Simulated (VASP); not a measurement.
## Ti: relaxation of cell and atoms with PBEsol+D3(BJ)

The system is Ti.

```
Ti
1.0
    -1.64100    1.64100    1.64100
     1.64100   -1.64100    1.64100
     1.64100    1.64100   -1.64100
Ti
1
Cartesian
  0.0000 0.0000 0.0000
```

```
Program                : VASP 6.6.1
Task                   : relaxation of cell and atoms
Functional             : PBEsol
Dispersion             : D3(BJ)
Potentials or basis    : VASP PAW PBE potentials, release 64 (Ti_sv)
Cutoff                 : 600 eV
k mesh                 : 13 × 13 × 13
Occupations            : fermi-dirac, width 0.15 eV
Spin                   : no spin polarisation
Dipole correction      : no
Further INCAR settings : ALGO = Normal; EDIFF = 1e-06; IBRION = 2; EDIFFG = -0.02; NSW = 80; ISIF = 3
```

```
Relaxed volume                         : 15.72 Å³/atom
Relaxed cell                           : a = 2.734 Å, b = 2.734 Å, c = 2.734 Å, α = 109.47°, β = 109.47°, γ = 109.47°
Space group after relaxing (to 0.05 Å) : Im-3m (No. 229)
Energy gained by relaxing              : 75.5 meV/atom
Ionic steps                            : 3
Pressure after relaxing                : 0.0 GPa
Band gap on the k mesh                 : zero (band 6 reaches 10.10 eV, above the bottom of band 7 at 8.47 eV)
Dispersion energy per atom             : -0.664 eV
```

Step by step:
```tsv
step	energy change (eV)	largest force (eV/Å)	pressure (GPa)	volume (Å³)
1	0.0000	0.0000	-11.33	17.68
2	-0.0469	0.0000	9.08	14.67
3	-0.0755	0.0000	0.04	15.72
```

Final structure:
```
CELL_PARAMETERS angstrom
-1.57825 1.57825 1.57825
1.57825 -1.57825 1.57825
1.57825 1.57825 -1.57825
ATOMIC_POSITIONS crystal
Ti 0.00000 0.00000 0.00000
```

Levels at points of the mesh, in eV from the Fermi level:
| k point | band 3 | band 4 | band 5 | band 6 | band 7 | band 8 | band 9 | band 10 |
| --- | --- | --- | --- | --- | --- | --- | --- | --- |
| (0.00, 0.00, 0.00) | -31.92 | -31.92 | -6.15 | 1.07 | 1.07 | 1.07 | 3.07 | 3.07 |

Wall time 69 s on 1 thread of Intel Xeon 6975P-C, with other jobs on the host, peak memory 0.17 GiB.

Caveat: the PAW data sets were made with another functional, which shifts forces and pressure a little; the volume moved by -11 % from the deposited cell, more than functionals usually miss; pairwise dispersion overbinds metals, which lowers pressure and volume.
